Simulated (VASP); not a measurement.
Wanted: the native input for a VASP 6.6.1 run.

- Task: single point
- Functional: PBE
- Potentials or basis: VASP PAW PBE potentials, release 64 (Rh_pv)
- Cutoff: 500 eV
- k mesh: 8 × 8 × 8
- Occupations: fermi-dirac, width 0.1 eV
- Spin: collinear spin, zero start
- Starting moments: [0.0] μB
- Dipole correction: no
- Further INCAR settings: ALGO = Normal; EDIFF = 1e-06; NBANDS = 18

The structure of Rh lies in POSCAR:

```
Rh
1.0
    0.0000000000      2.0099500000      2.0099500000
    2.0099500000      0.0000000000      2.0099500000
    2.0099500000      2.0099500000      0.0000000000
Rh
1
Direct
    0.0000000000      0.0000000000      0.0000000000
```

The input as run:

INCAR

```
SYSTEM = Rh
ALGO = Normal
EDIFF = 1E-6
ENCUT = 500
GGA = PE
GGA_COMPAT = .FALSE.
ISIF = 2
ISMEAR = -1
ISPIN = 2
LASPH = .TRUE.
LCHARG = .FALSE.
LMAXMIX = 4
LORBIT = 11
LREAL = .FALSE.
LWAVE = .FALSE.
MAGMOM = 0
NBANDS = 18
NELM = 200
PREC = Accurate
SIGMA = 0.1
```

KPOINTS

```
k-points
0
G
  8 8 8
  0 0 0
```

Potentials or basis: VASP PAW PBE potentials, release 64 (Rh_pv).

The run is started by

```console
$ cat potpaw_PBE.64/Rh_pv/POTCAR > POTCAR
$ mpirun -np 1 vasp_std > vasp.out
```

Results of the run:

```json
{
  "Pressure": "-24.4 GPa",
  "Net moment": "0.00 μB per cell",
  "Valence electrons inside the program's atomic spheres": "Rh 13.54"
}
```

Wall time 6.1 s on 1 thread of Intel(R) Xeon(R) 6975P-C (Granite Rapids), with other jobs on the host, peak memory 0.14 GiB.
